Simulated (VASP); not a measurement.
## Hf3TiN3: single point with PBE

Crystal: Hf3TiN3.

```
Hf Ti N
1.0
     4.17652    0.00000    0.00000
    -2.08826    3.61697    0.00000
     0.00000    0.00000   10.63018
Hf Ti N
3 1 3
Direct
  0.00000 0.00000 0.27300
  0.00000 0.00000 0.72700
  0.00000 0.00000 0.00000
  0.00000 0.00000 0.50000
  0.50000 0.00000 0.00000
  0.00000 0.50000 0.00000
  0.50000 0.50000 0.00000
```

The cell was generated, and may not be a known phase.

```
Program             : VASP 6.6.1
Task                : single point
Functional          : PBE
Potentials or basis : VASP PAW PBE potentials, release 64 (Hf_pv, Ti_sv, N)
Cutoff              : 600 eV
k mesh              : 5 × 5 × 2
Occupations         : gaussian, width 0.2 eV
Spin                : collinear spin
Starting moments    : [0.0, 0.0, 0.0, 1.0, 0.0, 0.0, 0.0] μB
```

- Pressure: -0.4 GPa
- Largest force: 0.069 eV/Å
- Net moment: 0.00 μB per cell
- Valence electrons inside the program's atomic spheres: Hf 8.00, 9.13 (each value once); Ti 10.36; N 3.52

Forces in eV/Å, atoms in the order of the input:
```
Hf   0.000  0.000  0.069
Hf   0.000  0.000 -0.069
Hf   0.000  0.000  0.000
Ti   0.000  0.000  0.000
N    0.000  0.000  0.000
N    0.000  0.000  0.000
N    0.000  0.000  0.000
```

Levels at points of the mesh, in eV from the Fermi level:
Spin up:
```csv
k point,band 24,band 25,band 26,band 27,band 28,band 29,band 30,band 31,band 32,band 33
"(0.00, 0.00, 0.00)",-0.50,-0.24,-0.24,-0.15,-0.15,0.57,0.57,1.36,1.36,1.46
"(0.00, 0.00, 0.50)",-0.60,-0.17,-0.17,-0.08,-0.08,0.31,0.71,0.71,0.93,0.93
```
Spin down:
```tsv
k point	band 26	band 27	band 28	band 29	band 30	band 31
(0.00, 0.00, 0.00)	-0.23	-0.15	-0.15	0.58	0.58	1.36
(0.00, 0.00, 0.50)	-0.17	-0.08	-0.08	0.31	0.71	0.71
```

Wall time 16 min on 1 thread of Oxide Virtual Turin-like Processor, with other jobs on the host, peak memory 0.46 GiB.

Caveat: spin-orbit coupling is left out, which moves the levels of the heavy elements.
